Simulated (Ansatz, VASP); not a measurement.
One calculation of Ag, two programs

The input INCAR:

```
PREC = Accurate ; ENCUT = 520
EDIFF = 1E-8 ; ISMEAR = -1
SIGMA = 0.05 ; LREAL = F
LASPH = T ; NELM = 60
ALGO = Normal ; ISIF = 2
LWAVE = F ; LCHARG = F
GGA = PE ; LEFG = T
NBANDS = 18
```

Contents of KPOINTS:

```
Automatic mesh
0
Gamma
  14 14 8
```

File POSCAR:

```
Ag
1.0
    2.9590098492      0.0000000000      0.0000000000
   -1.4795049246      2.5625776994      0.0000000000
    0.0000000000      0.0000000000      4.8374288271
Ag
2
Direct
    0.3333333333      0.6666666667      0.2500000000
    0.6666666667      0.3333333333      0.7500000000
```

Input for Ansatz:

```yaml
crystal:
  lattice:
    - [2.9590098492, 0.0, 0.0]
    - [-1.4795049246, 2.5625776994, 0.0]
    - [0.0, 0.0, 4.8374288271]
  atoms:
    - { symbol: Ag, position: [0.3333333333, 0.6666666667, 0.25] }
    - { symbol: Ag, position: [0.6666666667, 0.3333333333, 0.75] }
kpoints:
  mp_grid: { grid: [14, 14, 8] }
scf:
  occupations: { method: fermi_dirac, width: 0.05 }
hamiltonian:
  xc: pbe
  pseudopotentials: { kind: paw }
output:
  forces: true
  stress: true
  eigenvalues: true
  efg: { contact_densities: true }
  write_density: true
  write_potential: true
  elf: true
  volumetric_format: npy
```

Change from the starting cell: volume scaled by 1.03, PAW files.

Alike in both runs: task electric field gradients; functional PBE; k mesh 14 × 14 × 8; occupations fermi-dirac, width 0.05 eV; no spin polarisation.

```csv
,VASP,Ansatz
version,VASP 6.6.1,Ansatz 0.2.0
potentials or method,"VASP PAW PBE potentials, release 64 (Ag)","PAW with Ansatz's default frozen-core files, scalar-relativistic"
plane-wave cutoff (eV),520,420
valence electrons in the cell,22,38
```

Ansatz gave:

* pressure (GPa): -2.1
* traceless stress, the component that is largest in VASP (GPa): -0.25
* size of Vzz on the site where it differs most (V/Å²): 3.9

Question: What did VASP give for the same quantities?

Answer: Pressure (GPa): -2.2; traceless stress, the component that is largest in VASP (GPa): -0.25; size of Vzz on the site where it differs most (V/Å²): 3.5.

VASP's potentials hold 22 valence electrons a cell and Ansatz's 38, so a difference there can come from the potentials and not from the codes.
